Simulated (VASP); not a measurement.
# BeTe (F-43m) in VASP: a series of runs, part 2 of 2

VASP 6.6.1.

## (3) Single point, LDA (volume scaled by 1.000 of the coarse rest volume)

INCAR reads:

```
ALGO = Normal
EDIFF = 1E-6
ENCUT = 600
GGA = CA
GGA_COMPAT = F
ISIF = 2
ISMEAR = 0
LASPH = T
LCHARG = F
LREAL = F
LWAVE = F
NBANDS = 11
NELM = 120
PREC = Accurate
SIGMA = 0.02
```

KPOINTS reads:

```
k-points
0
Gamma
  8 8 8
```

POSCAR reads:

```
BeTe
1.0
    0.0000000000      2.7784000000      2.7784000000
    2.7784000000      0.0000000000      2.7784000000
    2.7784000000      2.7784000000      0.0000000000
Be Te
1 1
Direct
    0.0000000000      0.0000000000      0.0000000000
    0.2500000000      0.2500000000      0.2500000000
```

Potentials or basis: VASP PAW LDA potentials, release 64 (Be, Te).

Started as:

```
> cat potpaw_LDA.64/Be/POTCAR potpaw_LDA.64/Te/POTCAR > POTCAR
> mpirun -np 1 vasp_std > vasp.out
```

OUTCAR:

```text
EDIFF = 1E-6
   ENCUT = 600
   GGA = CA
   ISIF = 2
   ISMEAR = 0
   LASPH = T
   LREAL = F
   NELM = 120
   PREC = Accurate

 ion  position               nearest neighbor table
   1  0.000  0.000  0.000-   2 2.41   2 2.41   2 2.41   2 2.41
   2  0.250  0.250  0.250-   1 2.41   1 2.41   1 2.41   1 2.41

  LATTYP: Found a face centered cubic cell.
 ALAT       =     5.5568000000

  Lattice vectors:

 A1 = (   0.0000000000,   2.7784000000,   2.7784000000)
 A2 = (   2.7784000000,   0.0000000000,   2.7784000000)
 A3 = (   2.7784000000,   2.7784000000,   0.0000000000)

Analysis of symmetry for initial positions (statically):
=====================================================================
 Subroutine PRICEL returns:
 Original cell was already a primitive cell.

 Routine SETGRP: Setting up the symmetry group for a
 face centered cubic supercell.

 Subroutine GETGRP returns: Found 24 space group operations
 (whereof 24 operations were pure point group operations)
 out of a pool of 48 trial point group operations.

The static configuration has the point symmetry T_d .

Analysis of symmetry for dynamics (positions and initial velocities):
=====================================================================
 Subroutine PRICEL returns:
 Original cell was already a primitive cell.

 Routine SETGRP: Setting up the symmetry group for a
 face centered cubic supercell.

 Subroutine GETGRP returns: Found 24 space group operations
 (whereof 24 operations were pure point group operations)
 out of a pool of 48 trial point group operations.

The dynamic configuration has the point symmetry T_d .

 Subroutine INISYM returns: Found 24 space group operations
 (whereof 24 operations are pure point group operations),
 and found     1 'primitive' translations

----------------------------------------------------------------------------------------

                                     Primitive cell

  volume of cell :      42.8958

  direct lattice vectors                    reciprocal lattice vectors
     0.000000000  2.778400000  2.778400000    -0.179959689  0.179959689  0.179959689
     2.778400000  0.000000000  2.778400000     0.179959689 -0.179959689  0.179959689
     2.778400000  2.778400000  0.000000000     0.179959689  0.179959689 -0.179959689

  length of vectors
     3.929250962  3.929250962  3.929250962     0.311699325  0.311699325  0.311699325

  position of ions in fractional coordinates (direct lattice)
     0.000000000  0.000000000  0.000000000
     0.250000000  0.250000000  0.250000000

  ion indices of the primitive-cell ions
   primitive index   ion index
                 1           1
                 2           2

----------------------------------------------------------------------------------------

 KPOINTS: k-points

Automatic generation of k-mesh.
 Grid dimensions read from file:
 generate k-points for:    8    8    8

 Generating k-lattice:

  Cartesian coordinates                     Fractional coordinates (reciprocal lattice)
    -0.022494961  0.022494961  0.022494961     0.125000000  0.000000000  0.000000000
     0.022494961 -0.022494961  0.022494961     0.000000000  0.125000000  0.000000000
     0.022494961  0.022494961 -0.022494961     0.000000000  0.000000000  0.125000000

  Length of vectors
     0.038962416  0.038962416  0.038962416

  Shift w.r.t. Gamma in fractional coordinates (k-lattice)
     0.000000000  0.000000000  0.000000000

 Subroutine IBZKPT returns following result:
 ===========================================

 Found     29 irreducible k-points:

 Following reciprocal coordinates:
            Coordinates               Weight
  0.000000  0.000000  0.000000      1.000000
  0.125000  0.000000  0.000000      8.000000
  0.250000  0.000000  0.000000      8.000000
  0.375000  0.000000  0.000000      8.000000
  0.500000  0.000000  0.000000      4.000000
  0.125000  0.125000  0.000000      6.000000
[... 16 lines left out ...]
  0.500000  0.250000  0.125000     48.000000
 -0.375000  0.250000  0.125000     24.000000
 [... further k-points ...]
   k-points           NKPTS =     29   k-points in BZ     NKDIM =     29   number of bands    NBANDS=     11
   number of dos      NEDOS =    301   number of ions     NIONS =      2
   total plane-waves  NPLWV =  32768
   dimension x,y,z NGX =    32 NGY =   32 NGZ =   32
   dimension x,y,z NGXF=    64 NGYF=   64 NGZF=   64
   ions per type =               1   1
   NGX,Y,Z   is equivalent  to a cutoff of  13.54, 13.54, 13.54 a.u.
   NGXF,Y,Z  is equivalent  to a cutoff of  27.08, 27.08, 27.08 a.u.
 SYSTEM =  unknown system
   PREC   = accura    normal or accurate (medium, high low for compatibility)
   ISTART =      0    job   : 0-new  1-cont  2-samecut
   ICHARG =      2    charge: 1-file 2-atom 10-const
   ISPIN  =      1    spin polarized calculation?
   LNONCOLLINEAR =      F non collinear calculations
   LSORBIT =      F    spin-orbit coupling
   LASPH  =      T    aspherical Exc in radial PAW
   ENCUT  =  600.0 eV  44.10 Ry    6.64 a.u.   7.85  7.85  7.85*2*pi/ulx,y,z
   NELM   =    120;   NELMIN=  2; NELMDL= -5     # of ELM steps
   EDIFF  = 0.1E-05   stopping-criterion for ELM
   LREAL  =      F    real-space projection
   EDIFFG = 0.1E-04   stopping-criterion for IOM
   NSW    =      0    number of steps for IOM
   IBRION =     -1    ionic relax: 0-MD 1-quasi-New 2-CG
   NFREE  =      0    steps in history (QN), initial steepest desc. (CG)
   ISIF   =      2    stress and relaxation
   ISYM   =      2    0-nonsym 1-usesym 2-fastsym
   POTIM  = 0.5000    time-step for ionic-motion
   TEBEG  =    0.0;   TEEND  =   0.0 temperature during run
   PSTRESS=    0.0 pullay stress
   NELECT =       8.0000    total number of electrons
   NUPDOWN=      -1.0000    fix difference up-down
   EMIN   =  10.00;   EMAX   =-10.00  energy-range for DOS
   EFERMI =   0.00;   METHOD = LEGACY
   ISMEAR =     0;   SIGMA  =   0.02  broadening in eV -4-tet -1-fermi 0-gaus
   EFERMI_NEDOS =   21; number of points for ismear=-14 and -15
   IALGO  =     38    algorithm
   IMIX   =      4    mixing-type and parameters
     AMIX     =   0.40;   BMIX     =  1.00
     AMIX_MAG =   1.60;   BMIX_MAG =  1.00
  volume/ion in A,a.u.               =      21.45       144.74
  Fermi-wavevector in a.u.,A,eV,Ry     =   0.935334  1.767525 11.903053  0.874850
  Thomas-Fermi vector in A             =   2.062231
   LORBIT       =      0    0 simple, 1 ext, 2 COOP (PROOUT), +10 PAW based schemes
   GGA     = CA    functional components
   LHFCALC =     F    Hartree Fock is set to
   AEXX    =    0.0000 exact exchange contribution
   IVDW    =     0    specifies the selected vdW correction
   LEPSILON=     F    determine dielectric tensor
   LRPA    =     F    only Hartree local field effects (RPA)
 non-spin polarized calculation
 Gauss-broadening in eV      SIGMA  =   0.02
  energy-cutoff  :      600.00
  volume of cell :       42.90
 maximum number of plane-waves:      1459
   NGX = 15   NGY = 15   NGZ = 15

 number of electron       8.0000000 magnetization

 Free energy of the ion-electron system (eV)
  ---------------------------------------------------
  ext. energy  EPLUGINS =         0.00000000
  ---------------------------------------------------
  free energy    TOTEN  =        -8.72662912 eV

  energy without entropy =       -8.72662912  energy(sigma->0) =       -8.72662912

 E-fermi :   5.5012     XC(G=0):  -9.4266

 val. band max:        5.4042604178   @ k =   0.0000   0.0000   0.0000
 cond. band min:       7.1773263240   @ k =   0.5000   0.5000   0.0000
 fundamental gap:      1.7730659063
 Fermi energy:         5.5011613478

 k-point     1 :       0.0000    0.0000    0.0000
  band No.  band energies     occupation
      1      -7.1848      2.00000
      2       5.4043      2.00000
      3       5.4043      2.00000
      4       5.4043      2.00000
      5       8.9547      0.00000
      6       8.9547      0.00000
      7       8.9547      0.00000
      8       9.4263      0.00000
      9      13.6443      0.00000
     10      15.7254      0.00000
     11      15.7254      0.00000
[... 309 lines left out ...]
 k-point    24 :      -0.3750    0.2500    0.1250
  band No.  band energies     occupation
      1      -5.4942      2.00000
      2       0.0602      2.00000
      3       2.3680      2.00000
      4       3.3775      2.00000
      5       9.5248      0.00000
      6       9.8053      0.00000
      7      12.1478      0.00000
      8      13.2061      0.00000
      9      13.8770      0.00000
     10      16.9772      0.00000
     11      17.3335      0.00000

 [... further k-points ...]

------------------------ aborting loop because EDIFF is reached ----------------------------------------

  FORCE on cell =-STRESS in cart. coord.  units (eV):
  Direction    XX          YY          ZZ          XY          YZ          ZX
  --------------------------------------------------------------------------------------
  -------------------------------------------------------------------------------------
  Total        0.0537044      0.0537044      0.0537044     -0.0000000      0.0000000     -0.0000000
  in kB        2.0058858      2.0058858      2.0058858     -0.0000000      0.0000000     -0.0000000
  external PRESSURE =       2.0058858 kB  Pullay stress =       0.0000000 kB

 VOLUME and BASIS-vectors are now :
 -----------------------------------------------------------------------------
  energy-cutoff  :      600.00
  volume of cell :       42.90
      direct lattice vectors                 reciprocal lattice vectors
     0.000000000  2.778400000  2.778400000    -0.179959689  0.179959689  0.179959689
     2.778400000  0.000000000  2.778400000     0.179959689 -0.179959689  0.179959689
     2.778400000  2.778400000  0.000000000     0.179959689  0.179959689 -0.179959689

 POSITION                                       TOTAL-FORCE (eV/Angst)
 -----------------------------------------------------------------------------------
      0.00000      0.00000      0.00000        -0.000000     -0.000000     -0.000000
      1.38920      1.38920      1.38920         0.000000      0.000000      0.000000
 -----------------------------------------------------------------------------------
    total drift:                                0.000000      0.000000      0.000000

  FREE ENERGIE OF THE ION-ELECTRON SYSTEM (eV)
  ---------------------------------------------------
  free  energy   TOTEN  =        -8.7266291191 eV

  energy  without entropy=       -8.7266291191  energy(sigma->0) =       -8.72662912
```

OSZICAR:

```text
N       E                     dE             d eps       ncg     rms          rms(c)
DAV:   1     0.202446473696E+02    0.20245E+02   -0.36343E+03   638   0.669E+02
DAV:   2    -0.775520003199E+01   -0.28000E+02   -0.27188E+02   833   0.940E+01
DAV:   3    -0.893082641133E+01   -0.11756E+01   -0.11732E+01   810   0.207E+01
DAV:   4    -0.894258295156E+01   -0.11757E-01   -0.11755E-01   749   0.240E+00
DAV:   5    -0.894281369420E+01   -0.23074E-03   -0.23074E-03   762   0.329E-01    0.448E+00
DAV:   6    -0.878073740204E+01    0.16208E+00   -0.17791E-01   719   0.154E+00    0.261E+00
DAV:   7    -0.872733021919E+01    0.53407E-01   -0.13584E-01   740   0.152E+00    0.472E-01
DAV:   8    -0.872656706867E+01    0.76315E-03   -0.65243E-03   694   0.454E-01    0.118E-01
DAV:   9    -0.872662279667E+01   -0.55728E-04   -0.20849E-04   800   0.927E-02    0.483E-02
DAV:  10    -0.872662940373E+01   -0.66071E-05   -0.23801E-05   695   0.234E-02    0.175E-02
DAV:  11    -0.872662911908E+01    0.28465E-06   -0.10322E-06   564   0.596E-03
   1 F= -.87266291E+01 E0= -.87266291E+01  d E =-.422146E-14
```

stdout:

```text
POSCAR found type information on POSCAR BeTe
 POSCAR found :  2 types and       2 ions
 scaLAPACK will be used
 LDA part: xc-table for (Slater(with rela. corr.)+CA(PZ))
 , standard interpolation
 POSCAR, INCAR and KPOINTS ok, starting setup
 FFT: planning ... GRIDC
 FFT: planning ... GRID_SOFT
 FFT: planning ... GRID
 WAVECAR not read
 entering main loop
```

Wall time 14 s (1 thread of Intel Xeon 8259CL, shared host); peak memory 0.16 GiB.

Results:

```yaml
Free_energy: -8.7266 eV
Pressure: 0.2 GPa
Band_gap_on_the_k_mesh: 1.77 eV, indirect (least direct gap 3.55 eV)
```

Caveat: spin-orbit coupling is left out, which moves the levels of the heavy elements. A k mesh can miss the band edges.
